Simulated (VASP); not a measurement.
# Li2S (Fm-3m) in VASP: notebook

Runs on Li2S. Level: PBE. Tasks: single point.

Program: VASP 6.6.1. These are calculated values, not measurements. Logs are shortened: lines on timing, memory, paths and dates and some standing lists are left out, and cuts for length are marked.

## Step 1: The cell of the first run

It takes space group Fm-3m (No. 225, cubic). Conventional cell: a = 5.363 Å, b = 5.363 Å, c = 5.363 Å, α = 90.00°, β = 90.00°, γ = 90.00°. Within 3.1 Å of Li (site symmetry -43m) lie 4 S at 2.32 Å and 6 Li at 2.68 Å. Within 3.1 Å of S (site symmetry m-3m) lie 8 Li at 2.32 Å.

## Step 2: Single point, PBE (strain -5.8%)

The input, INCAR:

```
SYSTEM = Li2S
ALGO     = Normal         ! electronic algorithm
EDIFF    = 1E-6           ! SCF threshold, eV
ENCUT    = 750            ! plane-wave cutoff, eV
GGA      = PE             ! functional
GGA_COMPAT= .False.      
ISIF     = 2              ! what is computed and relaxed
ISMEAR   = -1             ! smearing method
LASPH    = .True.         ! aspherical terms in the spheres
LCHARG   = .True.         ! write CHGCAR
LELF     = .True.         ! ELF
LREAL    = .False.        ! projectors in reciprocal space
LVHAR    = .True.       
LWAVE    = .False.        ! write WAVECAR
NBANDS   = 13             ! bands
NELM     = 120            ! most SCF steps
PREC     = Accurate       ! precision mode
SIGMA    = 0.02           ! smearing width, eV
```

The input, KPOINTS:

```
k-points
0
Gamma
  8 8 8
  0 0 0
```

The input, POSCAR:

```
Li2S
1.0
    0.0000000000      2.6816899481      2.6816899481
    2.6816899481      0.0000000000      2.6816899481
    2.6816899481      2.6816899481      0.0000000000
Li S
2 1
Direct
    0.2500000000      0.2500000000      0.2500000000
    0.7500000000      0.7500000000      0.7500000000
    0.0000000000      0.0000000000      0.0000000000
```

Potentials or basis: VASP PAW PBE potentials, release 64 (Li_sv, S).

Command:

```sh
$ cat potpaw_PBE.64/Li_sv/POTCAR potpaw_PBE.64/S/POTCAR > POTCAR
$ mpirun -np 1 vasp_std > vasp.out
```

OUTCAR:

```text
SYSTEM = Li2S
   EDIFF = 1E-6
   ENCUT = 750
   GGA = PE
   ISIF = 2
   ISMEAR = -1
   LASPH = .True.
   LREAL = .False.
   NELM = 120
   PREC = Accurate

 ion  position               nearest neighbor table
   1  0.250  0.250  0.250-   3 2.32   3 2.32   3 2.32   3 2.32
   2  0.750  0.750  0.750-   3 2.32   3 2.32   3 2.32   3 2.32
   3  0.000  0.000  0.000-   2 2.32   2 2.32   2 2.32   1 2.32   1 2.32   1 2.32   2 2.32   1 2.32

  LATTYP: Found a face centered cubic cell.
 ALAT       =     5.3633798962

  Lattice vectors:

 A1 = (   0.0000000000,   2.6816899481,   2.6816899481)
 A2 = (   2.6816899481,   0.0000000000,   2.6816899481)
 A3 = (   2.6816899481,   2.6816899481,   0.0000000000)

Analysis of symmetry for initial positions (statically):
=====================================================================
 Subroutine PRICEL returns:
 Original cell was already a primitive cell.

 Routine SETGRP: Setting up the symmetry group for a
 face centered cubic supercell.

 Subroutine GETGRP returns: Found 48 space group operations
 (whereof 48 operations were pure point group operations)
 out of a pool of 48 trial point group operations.

The static configuration has the point symmetry O_h .

Analysis of symmetry for dynamics (positions and initial velocities):
=====================================================================
 Subroutine PRICEL returns:
 Original cell was already a primitive cell.

 Routine SETGRP: Setting up the symmetry group for a
 face centered cubic supercell.

 Subroutine GETGRP returns: Found 48 space group operations
 (whereof 48 operations were pure point group operations)
 out of a pool of 48 trial point group operations.

The dynamic configuration has the point symmetry O_h .

 Subroutine INISYM returns: Found 48 space group operations
 (whereof 48 operations are pure point group operations),
 and found     1 'primitive' translations

----------------------------------------------------------------------------------------

                                     Primitive cell

  volume of cell :      38.5705

  direct lattice vectors                    reciprocal lattice vectors
     0.000000000  2.681689948  2.681689948    -0.186449593  0.186449593  0.186449593
     2.681689948  0.000000000  2.681689948     0.186449593 -0.186449593  0.186449593
     2.681689948  2.681689948  0.000000000     0.186449593  0.186449593 -0.186449593

  length of vectors
     3.792482295  3.792482295  3.792482295     0.322940169  0.322940169  0.322940169

  position of ions in fractional coordinates (direct lattice)
     0.250000000  0.250000000  0.250000000
     0.750000000  0.750000000  0.750000000
     0.000000000  0.000000000  0.000000000

  ion indices of the primitive-cell ions
   primitive index   ion index
                 1           1
                 2           2
                 3           3

----------------------------------------------------------------------------------------

 KPOINTS: k-points

Automatic generation of k-mesh.
 Grid dimensions read from file:
 generate k-points for:    8    8    8

 Generating k-lattice:

  Cartesian coordinates                     Fractional coordinates (reciprocal lattice)
    -0.023306199  0.023306199  0.023306199     0.125000000  0.000000000  0.000000000
     0.023306199 -0.023306199  0.023306199     0.000000000  0.125000000  0.000000000
     0.023306199  0.023306199 -0.023306199     0.000000000  0.000000000  0.125000000

  Length of vectors
     0.040367521  0.040367521  0.040367521

  Shift w.r.t. Gamma in fractional coordinates (k-lattice)
     0.000000000  0.000000000  0.000000000

 Subroutine IBZKPT returns following result:
 ===========================================

 Found     29 irreducible k-points:

 Following reciprocal coordinates:
            Coordinates               Weight
  0.000000  0.000000  0.000000      1.000000
  0.125000  0.000000  0.000000      8.000000
  0.250000  0.000000  0.000000      8.000000
  0.375000  0.000000  0.000000      8.000000
  0.500000  0.000000  0.000000      4.000000
  0.125000  0.125000  0.000000      6.000000
[... 16 lines left out ...]
  0.500000  0.250000  0.125000     48.000000
 -0.375000  0.250000  0.125000     24.000000
 [... further k-points ...]
   k-points           NKPTS =     29   k-points in BZ     NKDIM =     29   number of bands    NBANDS=     13
   number of dos      NEDOS =    301   number of ions     NIONS =      3
   total plane-waves  NPLWV =  46656
   dimension x,y,z NGX =    36 NGY =   36 NGZ =   36
   dimension x,y,z NGXF=    72 NGYF=   72 NGZF=   72
   ions per type =               2   1
   NGX,Y,Z   is equivalent  to a cutoff of  15.78, 15.78, 15.78 a.u.
   NGXF,Y,Z  is equivalent  to a cutoff of  31.56, 31.56, 31.56 a.u.
 SYSTEM =  Li2S
   PREC   = accura    normal or accurate (medium, high low for compatibility)
   ISTART =      0    job   : 0-new  1-cont  2-samecut
   ICHARG =      2    charge: 1-file 2-atom 10-const
   ISPIN  =      1    spin polarized calculation?
   LNONCOLLINEAR =      F non collinear calculations
   LSORBIT =      F    spin-orbit coupling
   LASPH  =      T    aspherical Exc in radial PAW
   ENCUT  =  750.0 eV  55.12 Ry    7.42 a.u.   8.47  8.47  8.47*2*pi/ulx,y,z
   NELM   =    120;   NELMIN=  2; NELMDL= -5     # of ELM steps
   EDIFF  = 0.1E-05   stopping-criterion for ELM
   LREAL  =      F    real-space projection
   EDIFFG = 0.1E-04   stopping-criterion for IOM
   NSW    =      0    number of steps for IOM
   IBRION =     -1    ionic relax: 0-MD 1-quasi-New 2-CG
   NFREE  =      0    steps in history (QN), initial steepest desc. (CG)
   ISIF   =      2    stress and relaxation
   ISYM   =      2    0-nonsym 1-usesym 2-fastsym
   POTIM  = 0.5000    time-step for ionic-motion
   TEBEG  =    0.0;   TEEND  =   0.0 temperature during run
   PSTRESS=    0.0 pullay stress
   NELECT =      12.0000    total number of electrons
   NUPDOWN=      -1.0000    fix difference up-down
   EMIN   =  10.00;   EMAX   =-10.00  energy-range for DOS
   EFERMI =   0.00;   METHOD = LEGACY
   ISMEAR =    -1;   SIGMA  =   0.02  broadening in eV -4-tet -1-fermi 0-gaus
   EFERMI_NEDOS =   21; number of points for ismear=-14 and -15
   IALGO  =     38    algorithm
   IMIX   =      4    mixing-type and parameters
     AMIX     =   0.40;   BMIX     =  1.00
     AMIX_MAG =   1.60;   BMIX_MAG =  1.00
  volume/ion in A,a.u.               =      12.86        86.76
  Fermi-wavevector in a.u.,A,eV,Ry     =   1.109303  2.096278 16.742679  1.230552
  Thomas-Fermi vector in A             =   2.245840
   LORBIT       =      0    0 simple, 1 ext, 2 COOP (PROOUT), +10 PAW based schemes
   GGA     = PE    functional components
   LHFCALC =     F    Hartree Fock is set to
   AEXX    =    0.0000 exact exchange contribution
   IVDW    =     0    specifies the selected vdW correction
   LEPSILON=     F    determine dielectric tensor
   LRPA    =     F    only Hartree local field effects (RPA)
 non-spin polarized calculation
  energy-cutoff  :      750.00
  volume of cell :       38.57
 maximum number of plane-waves:      1826
 NGX is ok and might be reduce to    36
   NGX = 17   NGY = 17   NGZ = 17

 number of electron      12.0000001 magnetization

 Free energy of the ion-electron system (eV)
  ---------------------------------------------------
  ext. energy  EPLUGINS =         0.00000000
  ---------------------------------------------------
  free energy    TOTEN  =       -11.76752415 eV

  energy without entropy =      -11.76752415  energy(sigma->0) =      -11.76752415

 E-fermi :   3.0912     XC(G=0):  -9.2159

 val. band max:        2.7065513151   @ k =   0.0000   0.0000   0.0000
 cond. band min:       5.9197702434   @ k =   0.5000   0.5000   0.0000
 fundamental gap:      3.2132189283
 Fermi energy:         3.0912341253

 k-point     1 :       0.0000    0.0000    0.0000
  band No.  band energies     occupation
      1     -41.2036      2.00000
      2     -41.1182      2.00000
      3      -8.8561      2.00000
      4       2.7066      2.00000
      5       2.7066      2.00000
      6       2.7066      2.00000
      7       7.9798      0.00000
      8       8.9676      0.00000
      9       8.9676      0.00000
     10       8.9676      0.00000
     11      14.3416      0.00000
     12      14.3416      0.00000
     13      16.0519      0.00000

 k-point     2 :       0.1250    0.0000    0.0000
  band No.  band energies     occupation
      1     -41.2000      2.00000
      2     -41.1211      2.00000
      3      -8.7820      2.00000
      4       1.9797      2.00000
      5       2.5890      2.00000
      6       2.5890      2.00000
      7       8.3712      0.00000
      8       9.2517      0.00000
      9       9.2517      0.00000
     10       9.5201      0.00000
     11      13.3485      0.00000
     12      13.3485      0.00000
     13      16.3038      0.00000

 k-point     3 :       0.2500    0.0000    0.0000
  band No.  band energies     occupation
      1     -41.1899      2.00000
      2     -41.1296      2.00000
      3      -8.5881      2.00000
      4       0.6504      2.00000
      5       2.3410      2.00000
      6       2.3410      2.00000
      7       8.9278      0.00000
      8       9.6182      0.00000
      9       9.6182      0.00000
     10      10.7710      0.00000
     11      12.9979      0.00000
     12      12.9979      0.00000
     13      17.0272      0.00000
[... 305 lines left out ...]
 k-point    23 :       0.5000    0.2500    0.1250
  band No.  band energies     occupation
      1     -41.1716      2.00000
      2     -41.1455      2.00000
      3      -8.2586      2.00000
      4      -0.1730      2.00000
      5       1.1743      2.00000
      6       1.7315      2.00000
      7       8.6916      0.00000
      8      10.0160      0.00000
      9      11.1846      0.00000
     10      11.8345      0.00000
     11      13.6057      0.00000
     12      16.2564      0.00000
     13      17.5360      0.00000

 k-point    24 :      -0.3750    0.2500    0.1250
  band No.  band energies     occupation
      1     -41.1584      2.00000
      2     -41.1583      2.00000
      3      -8.1766      2.00000
      4      -0.4721      2.00000
      5       1.1706      2.00000
      6       1.5338      2.00000
      7       8.7463      0.00000
      8       9.9032      0.00000
      9      11.7840      0.00000
     10      12.4830      0.00000
     11      13.8627      0.00000
     12      15.5065      0.00000
     13      17.1688      0.00000

 [... further k-points ...]
[... 5 lines left out ...]
  --------------------------------------------------------------------------------------
  -------------------------------------------------------------------------------------
  Total        2.5705756      2.5705756      2.5705756      0.0000000      0.0000000      0.0000000
  in kB      106.7788583    106.7788583    106.7788583      0.0000000      0.0000000      0.0000000
  external PRESSURE =     106.7788583 kB  Pullay stress =       0.0000000 kB

 VOLUME and BASIS-vectors are now :
 -----------------------------------------------------------------------------
  energy-cutoff  :      750.00
  volume of cell :       38.57
      direct lattice vectors                 reciprocal lattice vectors
     0.000000000  2.681689948  2.681689948    -0.186449593  0.186449593  0.186449593
     2.681689948  0.000000000  2.681689948     0.186449593 -0.186449593  0.186449593
     2.681689948  2.681689948  0.000000000     0.186449593  0.186449593 -0.186449593

 POSITION                                       TOTAL-FORCE (eV/Angst)
 -----------------------------------------------------------------------------------
      1.34084      1.34084      1.34084        -0.000000     -0.000000     -0.000000
      4.02253      4.02253      4.02253         0.000000      0.000000      0.000000
      0.00000      0.00000      0.00000         0.000000      0.000000     -0.000000
 -----------------------------------------------------------------------------------
    total drift:                                0.000000      0.000000      0.000000

  FREE ENERGIE OF THE ION-ELECTRON SYSTEM (eV)
  ---------------------------------------------------
  free  energy   TOTEN  =       -11.7675241547 eV

  energy  without entropy=      -11.7675241547  energy(sigma->0) =      -11.76752415
```

Run time: 14 s. Hardware: 1 thread of Intel Xeon Platinum 8488C (Sapphire Rapids), shared host; peak memory 0.19 GiB.

What came out:

```yaml
Free_energy: -11.7675 eV
Pressure: 10.7 GPa
Band_gap_on_the_k_mesh: 3.21 eV (least direct gap 5.04 eV)
```

Caveat: the cell differs from its parent crystal (strain -5.8%); the cell stands under pressure.

## Step 3: Single point, PBE (strain -5.6%)

The input, INCAR:

```
PREC = Accurate
ENCUT = 750
EDIFF = 1E-6
ISMEAR = -1
SIGMA = 0.02
LREAL = F
LASPH = T
NELM = 120
ALGO = Normal
ISIF = 2
LWAVE = F
LCHARG = T
GGA = PE
LELF = T
LVHAR = T
NBANDS = 13
GGA_COMPAT = F
```

The input, KPOINTS:

```
regular mesh
0
Gamma
  8 8 8
```

The input, POSCAR:

```
Li2S
1.0
    0.0000000000      2.6848197719      2.6848197719
    2.6848197719      0.0000000000      2.6848197719
    2.6848197719      2.6848197719      0.0000000000
Li S
2 1
Direct
    0.2500000000      0.2500000000      0.2500000000
    0.7500000000      0.7500000000      0.7500000000
    0.0000000000      0.0000000000      0.0000000000
```

Potentials or basis: VASP PAW PBE potentials, release 64 (Li_sv, S).

Command:

```sh
$ cat potpaw_PBE.64/Li_sv/POTCAR potpaw_PBE.64/S/POTCAR > POTCAR
$ mpirun -np 1 vasp_std > vasp.out
```

Run time: 16 s. Hardware: 1 thread of Intel Xeon Platinum 8488C (Sapphire Rapids), shared host; peak memory 0.19 GiB.

It converged, with:

| Item | Value |
| --- | --- |
| Free energy | -11.7765 eV |
| Pressure | 10.4 GPa |
| Band gap on the k mesh | 3.22 eV (least direct gap 5.03 eV) |

Levels at points of the mesh, in eV from the valence-band top:
```tsv
k point	band 4	band 5	band 6	band 7	band 8	band 9
(0.00, 0.00, 0.00)	0.00	0.00	0.00	5.25	6.26	6.26
(0.50, 0.00, 0.00)	-3.51	-0.65	-0.65	6.61	6.61	6.98
(0.50, 0.50, 0.00)	-2.56	-1.82	-1.82	3.22	7.56	12.46
```

Caveat: the cell differs from its parent crystal (strain -5.6%); the cell stands under pressure.
